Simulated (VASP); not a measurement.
# Si3C (P6/mmm) in VASP: further runs

Runs on Si3C. Level: PBE. Tasks: single point.

Everything below comes from runs of VASP 6.6.1. Logs are shortened: lines on timing, memory, paths and dates and some standing lists are left out, and cuts for length are marked.

## Step 1: The cell of the first run

It takes space group P6/mmm (No. 191, hexagonal). Conventional cell: a = 2.581 Å, b = 2.581 Å, c = 8.864 Å, α = 90.00°, β = 90.00°, γ = 120.00°. Si (site symmetry 6mm) has 1 C at 1.86 Å within 2.5 Å. Si (site symmetry 6/mmm) has 8 Si at 2.57 to 2.58 Å within 3.4 Å. Within 2.5 Å of C (site symmetry 6/mmm) lie 2 Si at 1.86 Å.

## Step 2: Single point, PBE, collinear spin, ferromagnetic start

File INCAR:

```
ALGO = Normal ; EDIFF = 1E-7
ENCUT = 520 ; GGA = PE
ISIF = 2 ; ISMEAR = 0
ISPIN = 2 ; LASPH = T
LCHARG = F ; LORBIT = 11
LREAL = F ; LWAVE = F
MAGMOM = 0 0 0 1 ; NBANDS = 20
NELM = 150 ; PREC = Accurate
SIGMA = 0.1
```

File KPOINTS:

```
k-points
0
Gamma
  6 6 2
```

File POSCAR:

```
Si3C
1.0
    2.5812866265      0.0000000000      0.0000000000
   -1.2906433133      2.2354597930      0.0000000000
    0.0000000000      0.0000000000      8.8644206721
Si C
3 1
Direct
    0.0000000000      0.0000000000      0.7099565058
    0.0000000000      0.0000000000      0.0000000000
    0.0000000000      0.0000000000      0.2900434942
    0.0000000000      0.0000000000      0.5000000000
```

Potentials or basis: VASP PAW PBE potentials, release 64 (Si, C).

Run with:

```
> cat potpaw_PBE.64/Si/POTCAR potpaw_PBE.64/C/POTCAR > POTCAR
> mpirun -np 1 vasp_std > vasp.out
```

OUTCAR:

```text
EDIFF = 1E-7
   ENCUT = 520
   GGA = PE
   ISIF = 2
   ISMEAR = 0
   ISPIN = 2
   LASPH = T
   LORBIT = 11
   LREAL = F
   NELM = 150
   PREC = Accurate

 ion  position               nearest neighbor table
   1  0.000  0.000  0.710-   4 1.86   2 2.57
   2  0.000  0.000  0.000-   1 2.57   3 2.57
   3  0.000  0.000  0.290-   4 1.86   2 2.57
   4  0.000  0.000  0.500-   1 1.86   3 1.86

  LATTYP: Found a hexagonal cell.
 ALAT       =     2.5812866265
 C/A-ratio  =     3.4341094015

  Lattice vectors:

 A1 = (   2.5812866265,   0.0000000000,   0.0000000000)
 A2 = (  -1.2906433133,   2.2354597930,   0.0000000000)
 A3 = (   0.0000000000,   0.0000000000,   8.8644206721)

Analysis of symmetry for initial positions (statically):
=====================================================================
 Subroutine PRICEL returns:
 Original cell was already a primitive cell.

 Routine SETGRP: Setting up the symmetry group for a
 hexagonal supercell.

 Subroutine GETGRP returns: Found 24 space group operations
 (whereof 24 operations were pure point group operations)
 out of a pool of 24 trial point group operations.

The static configuration has the point symmetry D_6h.

Analysis of symmetry for dynamics (positions and initial velocities):
=====================================================================
 Subroutine PRICEL returns:
 Original cell was already a primitive cell.

 Routine SETGRP: Setting up the symmetry group for a
 hexagonal supercell.

 Subroutine GETGRP returns: Found 24 space group operations
 (whereof 24 operations were pure point group operations)
 out of a pool of 24 trial point group operations.

The dynamic configuration has the point symmetry D_6h.

Analysis of structural, dynamic, and magnetic symmetry:
=====================================================================
 Subroutine PRICEL returns:
 Original cell was already a primitive cell.

 Routine SETGRP: Setting up the symmetry group for a
 hexagonal supercell.

 Subroutine GETGRP returns: Found 24 space group operations
 (whereof 24 operations were pure point group operations)
 out of a pool of 24 trial point group operations.

The overall configuration has the point symmetry D_6h.

 Subroutine INISYM returns: Found 24 space group operations
 (whereof 24 operations are pure point group operations),
 and found     1 'primitive' translations

----------------------------------------------------------------------------------------

                                     Primitive cell

  volume of cell :      51.1509

  direct lattice vectors                    reciprocal lattice vectors
     2.581286626  0.000000000  0.000000000     0.387403704  0.223667633  0.000000000
    -1.290643313  2.235459793  0.000000000     0.000000000  0.447335265  0.000000000
     0.000000000  0.000000000  8.864420672     0.000000000  0.000000000  0.112810531

  length of vectors
     2.581286626  2.581286627  8.864420672     0.447335265  0.447335265  0.112810531

  position of ions in fractional coordinates (direct lattice)
     0.000000000  0.000000000  0.709956506
     0.000000000  0.000000000  0.000000000
     0.000000000  0.000000000  0.290043494
     0.000000000  0.000000000  0.500000000

  ion indices of the primitive-cell ions
   primitive index   ion index
                 1           1
                 2           2
                 3           3
                 4           4

----------------------------------------------------------------------------------------

 KPOINTS: k-points

Automatic generation of k-mesh.
 Grid dimensions read from file:
 generate k-points for:    6    6    2

 Generating k-lattice:

  Cartesian coordinates                     Fractional coordinates (reciprocal lattice)
     0.064567284  0.037277939  0.000000000     0.166666667  0.000000000  0.000000000
     0.000000000  0.074555878  0.000000000     0.000000000  0.166666667  0.000000000
     0.000000000  0.000000000  0.056405265     0.000000000  0.000000000  0.500000000

  Length of vectors
     0.074555878  0.074555878  0.056405265

  Shift w.r.t. Gamma in fractional coordinates (k-lattice)
     0.000000000  0.000000000  0.000000000

 Subroutine IBZKPT returns following result:
 ===========================================

 Found     14 irreducible k-points:

 Following reciprocal coordinates:
            Coordinates               Weight
  0.000000  0.000000  0.000000      1.000000
  0.166667 -0.000000  0.000000      6.000000
  0.333333 -0.000000  0.000000      6.000000
  0.500000 -0.000000  0.000000      3.000000
  0.166667  0.166667  0.000000      6.000000
  0.333333  0.166667  0.000000     12.000000
  0.333333  0.333333  0.000000      2.000000
  0.000000  0.000000  0.500000      1.000000
  0.166667 -0.000000  0.500000      6.000000
  0.333333 -0.000000  0.500000      6.000000
  0.500000 -0.000000  0.500000      3.000000
  0.166667  0.166667  0.500000      6.000000
  0.333333  0.166667  0.500000     12.000000
  0.333333  0.333333  0.500000      2.000000
   k-points           NKPTS =     14   k-points in BZ     NKDIM =     14   number of bands    NBANDS=     20
   number of dos      NEDOS =    301   number of ions     NIONS =      4
   total plane-waves  NPLWV =  28000
   dimension x,y,z NGX =    20 NGY =   20 NGZ =   70
   dimension x,y,z NGXF=    40 NGYF=   40 NGZF=  140
   ions per type =               3   1
   NGX,Y,Z   is equivalent  to a cutoff of  12.88, 12.88, 13.13 a.u.
   NGXF,Y,Z  is equivalent  to a cutoff of  25.76, 25.76, 26.26 a.u.
 SYSTEM =  unknown system
   PREC   = accura    normal or accurate (medium, high low for compatibility)
   ISTART =      0    job   : 0-new  1-cont  2-samecut
   ICHARG =      2    charge: 1-file 2-atom 10-const
   ISPIN  =      2    spin polarized calculation?
   LNONCOLLINEAR =      F non collinear calculations
   LSORBIT =      F    spin-orbit coupling
   LASPH  =      T    aspherical Exc in radial PAW
   ENCUT  =  520.0 eV  38.22 Ry    6.18 a.u.   4.80  4.80 16.48*2*pi/ulx,y,z
   NELM   =    150;   NELMIN=  2; NELMDL= -5     # of ELM steps
   EDIFF  = 0.1E-06   stopping-criterion for ELM
   LREAL  =      F    real-space projection
   EDIFFG = 0.1E-05   stopping-criterion for IOM
   NSW    =      0    number of steps for IOM
   IBRION =     -1    ionic relax: 0-MD 1-quasi-New 2-CG
   NFREE  =      0    steps in history (QN), initial steepest desc. (CG)
   ISIF   =      2    stress and relaxation
   ISYM   =      2    0-nonsym 1-usesym 2-fastsym
   POTIM  = 0.5000    time-step for ionic-motion
   TEBEG  =    0.0;   TEEND  =   0.0 temperature during run
   PSTRESS=    0.0 pullay stress
   NELECT =      16.0000    total number of electrons
   NUPDOWN=      -1.0000    fix difference up-down
   EMIN   =  10.00;   EMAX   =-10.00  energy-range for DOS
   EFERMI =   0.00;   METHOD = LEGACY
   ISMEAR =     0;   SIGMA  =   0.10  broadening in eV -4-tet -1-fermi 0-gaus
   EFERMI_NEDOS =   21; number of points for ismear=-14 and -15
   IALGO  =     38    algorithm
   IMIX   =      4    mixing-type and parameters
     AMIX     =   0.40;   BMIX     =  1.00
     AMIX_MAG =   1.60;   BMIX_MAG =  1.00
  volume/ion in A,a.u.               =      12.79        86.30
  Fermi-wavevector in a.u.,A,eV,Ry     =   1.111298  2.100048 16.802952  1.234982
  Thomas-Fermi vector in A             =   2.247859
   LORBIT       =     11    0 simple, 1 ext, 2 COOP (PROOUT), +10 PAW based schemes
   GGA     = PE    functional components
   LHFCALC =     F    Hartree Fock is set to
   AEXX    =    0.0000 exact exchange contribution
   IVDW    =     0    specifies the selected vdW correction
   LEPSILON=     F    determine dielectric tensor
   LRPA    =     F    only Hartree local field effects (RPA)
 spin polarized calculation
 Gauss-broadening in eV      SIGMA  =   0.10
  energy-cutoff  :      520.00
  volume of cell :       51.15
 maximum number of plane-waves:      1392
 NGX is ok and might be reduce to    20

 number of electron      16.0000001 magnetization      -0.0107337

 number of electron      16.0000001 magnetization       0.0000905

 Free energy of the ion-electron system (eV)
  ---------------------------------------------------
  ext. energy  EPLUGINS =         0.00000000
  ---------------------------------------------------
  free energy    TOTEN  =       -21.65843559 eV

  energy without entropy =      -21.65615669  energy(sigma->0) =      -21.65729614

 E-fermi :   9.1481     XC(G=0): -11.2411

 val. band max:        8.9564695674   @ k =   0.1667   0.1667   0.0000
 cond. band min:       9.1772043520   @ k =   0.5000  -0.0000   0.5000
 fundamental gap:      0.2207347846
 Fermi energy:         9.1480716838

 spin component 1

 k-point     1 :       0.0000    0.0000    0.0000
  band No.  band energies     occupation
      1      -6.0219      1.00000
      2      -3.8907      1.00000
      3      -3.8008      1.00000
      4       0.6960      1.00000
      5       1.9734      1.00000
      6       8.3419      1.00000
[... 298 lines left out ...]
      6       4.9880      1.00000
[... 12 lines left out ...]
     19      20.9854      0.00000
     20      21.8693      0.00000
 Fermi energy:         9.1480716838

 spin component 2

 k-point     1 :       0.0000    0.0000    0.0000
  band No.  band energies     occupation
      1      -6.0218      1.00000
      2      -3.8907      1.00000
      3      -3.8007      1.00000
      4       0.6960      1.00000
      5       1.9735      1.00000
      6       8.3419      1.00000
[... 311 lines left out ...]
     19      20.9854      0.00000
     20      21.8694      0.00000

------------------------ aborting loop because EDIFF is reached ----------------------------------------

  FORCE on cell =-STRESS in cart. coord.  units (eV):
  Direction    XX          YY          ZZ          XY          YZ          ZX
  --------------------------------------------------------------------------------------
  -------------------------------------------------------------------------------------
  Total        0.0262221      0.0262221      0.0254328     -0.0000000     -0.0000000      0.0000000
  in kB        0.8213424      0.8213424      0.7966208     -0.0000000     -0.0000000      0.0000000
  external PRESSURE =       0.8131018 kB  Pullay stress =       0.0000000 kB

 VOLUME and BASIS-vectors are now :
 -----------------------------------------------------------------------------
  energy-cutoff  :      520.00
  volume of cell :       51.15
      direct lattice vectors                 reciprocal lattice vectors
     2.581286626  0.000000000  0.000000000     0.387403704  0.223667633  0.000000000
    -1.290643313  2.235459793  0.000000000     0.000000000  0.447335265  0.000000000
     0.000000000  0.000000000  8.864420672     0.000000000  0.000000000  0.112810531

 POSITION                                       TOTAL-FORCE (eV/Angst)
 -----------------------------------------------------------------------------------
      0.00000      0.00000      6.29335        -0.000000      0.000000      0.018209
      0.00000      0.00000      0.00000        -0.000000     -0.000000      0.000000
      0.00000      0.00000      2.57107         0.000000     -0.000000     -0.018209
      0.00000      0.00000      4.43221        -0.000000     -0.000000      0.000000
 -----------------------------------------------------------------------------------
    total drift:                                0.000000      0.000000      0.000000

  FREE ENERGIE OF THE ION-ELECTRON SYSTEM (eV)
  ---------------------------------------------------
  free  energy   TOTEN  =       -21.6584355888 eV

  energy  without entropy=      -21.6561566946  energy(sigma->0) =      -21.65729614

 total charge

# of ion       s       p       d       tot
------------------------------------------
    1        0.754   0.855   0.000   1.609
    2        0.786   0.823   0.000   1.609
    3        0.754   0.855   0.000   1.609
    4        0.940   1.327   0.000   2.267
--------------------------------------------------
tot          3.234   3.860   0.000   7.094

 magnetization (x)

# of ion       s       p       d       tot
------------------------------------------
    1        0.000   0.000   0.000   0.000
    2        0.000  -0.000   0.000  -0.000
    3        0.000   0.000   0.000   0.000
    4       -0.000  -0.000   0.000  -0.000
--------------------------------------------------
tot          0.000  -0.000   0.000  -0.000
```

Run time: 19 s. Hardware: 1 thread of Intel Xeon 6975P-C (Granite Rapids), shared host; peak memory 0.18 GiB.

Results:

| Property | Result |
| --- | --- |
| Free energy | -21.6584 eV |
| Pressure | 0.1 GPa |
| Largest force | 0.018 eV/Å |
| Band gap on the k mesh | zero (filled and empty bands overlap) |
| Net moment | 0.00 μB per cell |
| Valence electrons inside the program's atomic spheres | Si 1.61; C 2.27 |

Forces in eV/Å, atoms in the order of the input:
```
Si   0.000  0.000  0.018
Si   0.000  0.000  0.000
Si   0.000  0.000 -0.018
C    0.000  0.000  0.000
```

Caveat: the k points lie up to 0.47 Å⁻¹ apart.

## Step 3: Single point, PBE

This run uses another cell than the first one: it holds 8 atoms, not 4.

File INCAR:

```
SYSTEM = Si3C
ALGO = Normal
EDIFF = 1E-7
ENCUT = 520
GGA = PE
ISIF = 2
ISMEAR = 0
LASPH = .True.
LCHARG = .True.
LELF = .True.
LREAL = .False.
LVHAR = .True.
LWAVE = .False.
NBANDS = 26
NELM = 100
PREC = Accurate
SIGMA = 0.2
```

File KPOINTS:

```
k-points
0
Gamma
  12 12 2
  0 0 0
```

File POSCAR:

```
Si3C
1.0
    2.5812333305      0.0000000000      0.0000000000
   -1.2906166653      2.2354136373      0.0000000000
    0.0000000000      0.0000000000     17.8011065359
Si C
6 2
Direct
    1.0000000000      1.0000000000      0.3557841447
    1.0000000000      1.0000000000      0.8557841447
    0.0000000000      0.0000000000      0.5000000000
    0.0000000000      0.0000000000      1.0000000000
    0.0000000000      0.0000000000      0.1442158553
    0.0000000000      0.0000000000      0.6442158553
    0.0000000000      0.0000000000      0.2500000000
    0.0000000000      0.0000000000      0.7500000000
```

Potentials or basis: VASP PAW PBE potentials, release 64 (Si, C).

Run with:

```
> cat potpaw_PBE.64/Si/POTCAR potpaw_PBE.64/C/POTCAR > POTCAR
> mpirun -np 1 vasp_std > vasp.out
```

It took 82 s on 1 thread of Intel Xeon 6975P-C (Granite Rapids), shared host; peak memory 0.25 GiB.

The run converged. Its results:

- Free energy: -43.1397 eV
- Pressure: -0.3 GPa
- Largest force: 0.021 eV/Å
- Band gap on the k mesh: zero (band 16 reaches 12.61 eV, above the bottom of band 17 at 6.72 eV)

Forces in eV/Å, atoms in the order of the input:
```
Si   0.000  0.000 -0.021
Si   0.000  0.000 -0.021
Si   0.000  0.000  0.000
Si   0.000  0.000  0.000
Si   0.000  0.000  0.021
Si   0.000  0.000  0.021
C    0.000  0.000  0.000
C    0.000  0.000  0.000
```

Stress tensor (GPa, compression positive):
```
-0.03  0.00  0.00
 0.00 -0.03  0.00
 0.00  0.00 -0.86
```

Levels at points of the mesh, in eV from the Fermi level:
| k point | band 12 | band 13 | band 14 | band 15 | band 16 | band 17 | band 18 | band 19 | band 20 | band 21 |
| --- | --- | --- | --- | --- | --- | --- | --- | --- | --- | --- |
| (0.00, 0.00, 0.00) | -0.66 | 1.61 | 3.68 | 3.68 | 3.68 | 3.68 | 4.19 | 6.64 | 9.04 | 11.79 |
| (0.50, 0.00, 0.00) | -4.05 | -3.93 | -2.58 | -2.45 | -1.55 | -1.36 | 0.22 | 1.66 | 1.66 | 2.48 |
| (0.00, 0.00, 0.50) | -1.90 | 2.90 | 2.90 | 3.68 | 3.68 | 3.68 | 3.68 | 7.90 | 7.90 | 11.87 |
| (0.50, 0.00, 0.50) | -4.44 | -3.36 | -3.36 | -1.96 | -1.96 | -0.52 | -0.52 | 1.66 | 1.66 | 3.17 |
